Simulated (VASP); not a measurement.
# MgO (Fm-3m) in VASP: single point with PBE+D3(BJ)

Aim: the single point of MgO with PBE+D3(BJ).

Program: VASP 6.6.1. These are calculated values, not measurements. Logs are shortened: lines on timing, memory, paths and dates and some standing lists are left out, and cuts for length are marked.

**1. The cell of the first run**

The structure is cubic, space group Fm-3m (No. 225). Conventional cell: a = 4.208 Å, b = 4.208 Å, c = 4.208 Å, α = 90.00°, β = 90.00°, γ = 90.00°. Within 2.8 Å of Mg (site symmetry m-3m) lie 6 O at 2.10 Å. Within 2.8 Å of O (site symmetry m-3m) lie 6 Mg at 2.10 Å.

**2. Single point, PBE+D3(BJ)**

INCAR reads:

```
ALGO = Normal ; EDIFF = 1E-6
ENCUT = 840 ; GGA = PE
GGA_COMPAT = F ; ISIF = 2
ISMEAR = 0 ; IVDW = 12
LASPH = T ; LCHARG = T
LELF = T ; LREAL = F
LVHAR = T ; LWAVE = F
NBANDS = 15 ; NELM = 120
PREC = Accurate ; SIGMA = 0.02
```

KPOINTS reads:

```
k-points
0
Gamma
  10 10 10
```

POSCAR reads:

```
MgO
1.0
    0.0000000000      2.1038061460      2.1038061460
    2.1038061460      0.0000000000      2.1038061460
    2.1038061460      2.1038061460      0.0000000000
Mg O
1 1
Direct
    0.0000000000      0.0000000000      0.0000000000
    0.5000000000      0.5000000000      0.5000000000
```

Potentials or basis: VASP PAW PBE potentials, release 64 (Mg_sv, O).

Run with:

```
$ cat potpaw_PBE.64/Mg_sv/POTCAR potpaw_PBE.64/O/POTCAR > POTCAR
$ mpirun -np 1 vasp_std > vasp.out
```

OUTCAR:

```text
EDIFF = 1E-6
   ENCUT = 840
   GGA = PE
   ISIF = 2
   ISMEAR = 0
   IVDW = 12
   LASPH = T
   LREAL = F
   NELM = 120
   PREC = Accurate
 IVDW          = 12

 ion  position               nearest neighbor table
   1  0.000  0.000  0.000-   2 2.10   2 2.10   2 2.10   2 2.10   2 2.10   2 2.10
   2  0.500  0.500  0.500-   1 2.10   1 2.10   1 2.10   1 2.10   1 2.10   1 2.10

  LATTYP: Found a face centered cubic cell.
 ALAT       =     4.2076122920

  Lattice vectors:

 A1 = (   0.0000000000,   2.1038061460,   2.1038061460)
 A2 = (   2.1038061460,   0.0000000000,   2.1038061460)
 A3 = (   2.1038061460,   2.1038061460,   0.0000000000)

Analysis of symmetry for initial positions (statically):
=====================================================================
 Subroutine PRICEL returns:
 Original cell was already a primitive cell.

 Routine SETGRP: Setting up the symmetry group for a
 face centered cubic supercell.

 Subroutine GETGRP returns: Found 48 space group operations
 (whereof 48 operations were pure point group operations)
 out of a pool of 48 trial point group operations.

The static configuration has the point symmetry O_h .

Analysis of symmetry for dynamics (positions and initial velocities):
=====================================================================
 Subroutine PRICEL returns:
 Original cell was already a primitive cell.

 Routine SETGRP: Setting up the symmetry group for a
 face centered cubic supercell.

 Subroutine GETGRP returns: Found 48 space group operations
 (whereof 48 operations were pure point group operations)
 out of a pool of 48 trial point group operations.

The dynamic configuration has the point symmetry O_h .

 Subroutine INISYM returns: Found 48 space group operations
 (whereof 48 operations are pure point group operations),
 and found     1 'primitive' translations

----------------------------------------------------------------------------------------

                                     Primitive cell

  volume of cell :      18.6229

  direct lattice vectors                    reciprocal lattice vectors
     0.000000000  2.103806146  2.103806146    -0.237664483  0.237664483  0.237664483
     2.103806146  0.000000000  2.103806146     0.237664483 -0.237664483  0.237664483
     2.103806146  2.103806146  0.000000000     0.237664483  0.237664483 -0.237664483

  length of vectors
     2.975231184  2.975231184  2.975231184     0.411646960  0.411646960  0.411646960

  position of ions in fractional coordinates (direct lattice)
     0.000000000  0.000000000  0.000000000
     0.500000000  0.500000000  0.500000000

  ion indices of the primitive-cell ions
   primitive index   ion index
                 1           1
                 2           2

----------------------------------------------------------------------------------------

 KPOINTS: k-points

Automatic generation of k-mesh.
 Grid dimensions read from file:
 generate k-points for:   10   10   10

 Generating k-lattice:

  Cartesian coordinates                     Fractional coordinates (reciprocal lattice)
    -0.023766448  0.023766448  0.023766448     0.100000000  0.000000000  0.000000000
     0.023766448 -0.023766448  0.023766448     0.000000000  0.100000000  0.000000000
     0.023766448  0.023766448 -0.023766448     0.000000000  0.000000000  0.100000000

  Length of vectors
     0.041164696  0.041164696  0.041164696

  Shift w.r.t. Gamma in fractional coordinates (k-lattice)
     0.000000000  0.000000000  0.000000000

 Subroutine IBZKPT returns following result:
 ===========================================

 Found     47 irreducible k-points:

 Following reciprocal coordinates:
            Coordinates               Weight
  0.000000  0.000000  0.000000      1.000000
  0.100000  0.000000  0.000000      8.000000
  0.200000  0.000000  0.000000      8.000000
  0.300000  0.000000  0.000000      8.000000
  0.400000  0.000000  0.000000      8.000000
  0.500000  0.000000  0.000000      4.000000
[... 16 lines left out ...]
  0.300000  0.300000  0.000000      6.000000
  0.400000  0.300000  0.000000     24.000000
 [... further k-points ...]
   k-points           NKPTS =     47   k-points in BZ     NKDIM =     47   number of bands    NBANDS=     15
   number of dos      NEDOS =    301   number of ions     NIONS =      2
   total plane-waves  NPLWV =  21952
   dimension x,y,z NGX =    28 NGY =   28 NGZ =   28
   dimension x,y,z NGXF=    56 NGYF=   56 NGZF=   56
   ions per type =               1   1
   NGX,Y,Z   is equivalent  to a cutoff of  15.65, 15.65, 15.65 a.u.
   NGXF,Y,Z  is equivalent  to a cutoff of  31.29, 31.29, 31.29 a.u.
 SYSTEM =  unknown system
   PREC   = accura    normal or accurate (medium, high low for compatibility)
   ISTART =      0    job   : 0-new  1-cont  2-samecut
   ICHARG =      2    charge: 1-file 2-atom 10-const
   ISPIN  =      1    spin polarized calculation?
   LNONCOLLINEAR =      F non collinear calculations
   LSORBIT =      F    spin-orbit coupling
   LASPH  =      T    aspherical Exc in radial PAW
   ENCUT  =  840.0 eV  61.74 Ry    7.86 a.u.   7.03  7.03  7.03*2*pi/ulx,y,z
   NELM   =    120;   NELMIN=  2; NELMDL= -5     # of ELM steps
   EDIFF  = 0.1E-05   stopping-criterion for ELM
   LREAL  =      F    real-space projection
   EDIFFG = 0.1E-04   stopping-criterion for IOM
   NSW    =      0    number of steps for IOM
   IBRION =     -1    ionic relax: 0-MD 1-quasi-New 2-CG
   NFREE  =      0    steps in history (QN), initial steepest desc. (CG)
   ISIF   =      2    stress and relaxation
   ISYM   =      2    0-nonsym 1-usesym 2-fastsym
   POTIM  = 0.5000    time-step for ionic-motion
   TEBEG  =    0.0;   TEEND  =   0.0 temperature during run
   PSTRESS=    0.0 pullay stress
   NELECT =      16.0000    total number of electrons
   NUPDOWN=      -1.0000    fix difference up-down
   EMIN   =  10.00;   EMAX   =-10.00  energy-range for DOS
   EFERMI =   0.00;   METHOD = LEGACY
   ISMEAR =     0;   SIGMA  =   0.02  broadening in eV -4-tet -1-fermi 0-gaus
   EFERMI_NEDOS =   21; number of points for ismear=-14 and -15
   IALGO  =     38    algorithm
   IMIX   =      4    mixing-type and parameters
     AMIX     =   0.40;   BMIX     =  1.00
     AMIX_MAG =   1.60;   BMIX_MAG =  1.00
  volume/ion in A,a.u.               =       9.31        62.84
  Fermi-wavevector in a.u.,A,eV,Ry     =   1.556321  2.941020 32.955137  2.422134
  Thomas-Fermi vector in A             =   2.660134
   LORBIT       =      0    0 simple, 1 ext, 2 COOP (PROOUT), +10 PAW based schemes
   GGA     = PE    functional components
   LHFCALC =     F    Hartree Fock is set to
   AEXX    =    0.0000 exact exchange contribution
   IVDW    =    12    specifies the selected vdW correction
   LEPSILON=     F    determine dielectric tensor
   LRPA    =     F    only Hartree local field effects (RPA)
 non-spin polarized calculation
 Gauss-broadening in eV      SIGMA  =   0.02
  energy-cutoff  :      840.00
  volume of cell :       18.62
 maximum number of plane-waves:      1056
   NGX = 13   NGY = 13   NGZ = 13

 number of electron      15.9999994 magnetization

 Free energy of the ion-electron system (eV)
  ---------------------------------------------------
  ext. energy  EPLUGINS =         0.00000000
  ---------------------------------------------------
  free energy    TOTEN  =       -11.87269794 eV

  energy without entropy =      -11.87269794  energy(sigma->0) =      -11.87269794

 E-fermi :   3.1957     XC(G=0): -11.4071

 val. band max:        2.9383398532   @ k =   0.0000   0.0000   0.0000
 cond. band min:       7.7089611856   @ k =   0.0000   0.0000   0.0000
 fundamental gap:      4.7706213325
 Fermi energy:         3.1957260278

 k-point     1 :       0.0000    0.0000    0.0000
  band No.  band energies     occupation
      1     -69.3182      2.00000
      2     -36.0430      2.00000
      3     -36.0430      2.00000
      4     -36.0430      2.00000
      5     -14.3261      2.00000
      6       2.9383      2.00000
      7       2.9383      2.00000
      8       2.9383      2.00000
      9       7.7090      0.00000
     10      18.7623      0.00000
     11      18.7623      0.00000
     12      18.7623      0.00000
     13      22.6837      0.00000
     14      24.4682      0.00000
     15      24.4682      0.00000

 k-point     2 :       0.1000    0.0000    0.0000
  band No.  band energies     occupation
      1     -69.3179      2.00000
      2     -36.0517      2.00000
      3     -36.0440      2.00000
      4     -36.0440      2.00000
      5     -14.2170      2.00000
      6       2.2875      2.00000
      7       2.8702      2.00000
      8       2.8702      2.00000
      9       8.3361      0.00000
     10      17.5118      0.00000
     11      19.0038      0.00000
     12      19.0038      0.00000
     13      23.7548      0.00000
     14      23.7548      0.00000
     15      24.3508      0.00000

 k-point     3 :       0.2000    0.0000    0.0000
  band No.  band energies     occupation
      1     -69.3156      2.00000
      2     -36.0738      2.00000
      3     -36.0462      2.00000
      4     -36.0462      2.00000
      5     -13.9171      2.00000
      6       0.9658      2.00000
      7       2.6977      2.00000
      8       2.6977      2.00000
      9       9.5313      0.00000
     10      16.0007      0.00000
     11      19.4946      0.00000
     12      19.4946      0.00000
     13      23.0661      0.00000
     14      23.0661      0.00000
     15      25.3014      0.00000

 k-point     4 :       0.3000    0.0000    0.0000
  band No.  band energies     occupation
      1     -69.3131      2.00000
      2     -36.1011      2.00000
      3     -36.0490      2.00000
      4     -36.0490      2.00000
      5     -13.5133      2.00000
      6      -0.3583      2.00000
      7       2.4947      2.00000
      8       2.4947      2.00000
      9      10.4646      0.00000
     10      15.3208      0.00000
     11      19.6230      0.00000
     12      19.6230      0.00000
     13      23.5036      0.00000
     14      23.5036      0.00000
     15      24.6996      0.00000
[... 307 lines left out ...]
 k-point    22 :      -0.2000    0.2000    0.0000
  band No.  band energies     occupation
      1     -69.3122      2.00000
      2     -36.0962      2.00000
      3     -36.0652      2.00000
      4     -36.0482      2.00000
      5     -13.3985      2.00000
      6      -0.1619      2.00000
      7       1.6049      2.00000
      8       2.4900      2.00000
      9      11.4241      0.00000
     10      14.8667      0.00000
     11      18.1136      0.00000
     12      20.7974      0.00000
     13      21.4449      0.00000
     14      24.3507      0.00000
     15      27.8705      0.00000

 k-point    23 :       0.3000    0.3000    0.0000
  band No.  band energies     occupation
      1     -69.3112      2.00000
      2     -36.0942      2.00000
      3     -36.0623      2.00000
      4     -36.0623      2.00000
      5     -13.3236      2.00000
      6      -0.2110      2.00000
      7       2.0034      2.00000
      8       2.0034      2.00000
      9      11.8380      0.00000
     10      13.3838      0.00000
     11      17.4296      0.00000
     12      20.9286      0.00000
     13      20.9286      0.00000
     14      27.1263      0.00000
     15      30.4085      0.00000

 k-point    24 :       0.4000    0.3000    0.0000
  band No.  band energies     occupation
      1     -69.3096      2.00000
      2     -36.1050      2.00000
      3     -36.0680      2.00000
      4     -36.0655      2.00000
      5     -13.0781      2.00000
      6      -0.6311      2.00000
      7       1.6378      2.00000
      8       1.8562      2.00000
      9      12.5565      0.00000
     10      13.1366      0.00000
     11      16.5963      0.00000
     12      21.1768      0.00000
     13      21.3826      0.00000
     14      27.8713      0.00000
     15      30.0003      0.00000

 [... further k-points ...]

------------------------ aborting loop because EDIFF is reached ----------------------------------------

 Edisp (eV)   -0.58813

 E8    (eV) :    -0.2303

  FORCE on cell =-STRESS in cart. coord.  units (eV):
  Direction    XX          YY          ZZ          XY          YZ          ZX
  --------------------------------------------------------------------------------------
  -------------------------------------------------------------------------------------
  Total       0.01279     0.01279     0.01279     0.00000     0.00000     0.00000
  in kB       1.10068     1.10068     1.10068     0.00000     0.00000     0.00000
  external pressure =        1.10 kB  Pullay stress =        0.00 kB

 VOLUME and BASIS-vectors are now :
 -----------------------------------------------------------------------------
  energy-cutoff  :      840.00
  volume of cell :       18.62
      direct lattice vectors                 reciprocal lattice vectors
     0.000000000  2.103806146  2.103806146    -0.237664483  0.237664483  0.237664483
     2.103806146  0.000000000  2.103806146     0.237664483 -0.237664483  0.237664483
     2.103806146  2.103806146  0.000000000     0.237664483  0.237664483 -0.237664483

 POSITION                                       TOTAL-FORCE (eV/Angst)
 -----------------------------------------------------------------------------------
      0.00000      0.00000      0.00000        -0.000000      0.000000      0.000000
      2.10381      2.10381      2.10381         0.000000     -0.000000     -0.000000
 -----------------------------------------------------------------------------------
    total drift:                                0.000000      0.000000      0.000000

  FREE ENERGIE OF THE ION-ELECTRON SYSTEM (eV)
  ---------------------------------------------------
  free  energy   TOTEN  =       -12.4608305267 eV

  energy  without entropy=      -12.4608305267  energy(sigma->0) =      -12.46083053
```

It took 18 s on 1 thread of AMD EPYC 7R43 (Zen 3), shared host; peak memory 0.14 GiB.

What came out:

```
Free energy                : -12.4608 eV
Pressure                   : 0.1 GPa
Band gap on the k mesh     : 4.77 eV
Dispersion energy per atom : -0.294 eV
```
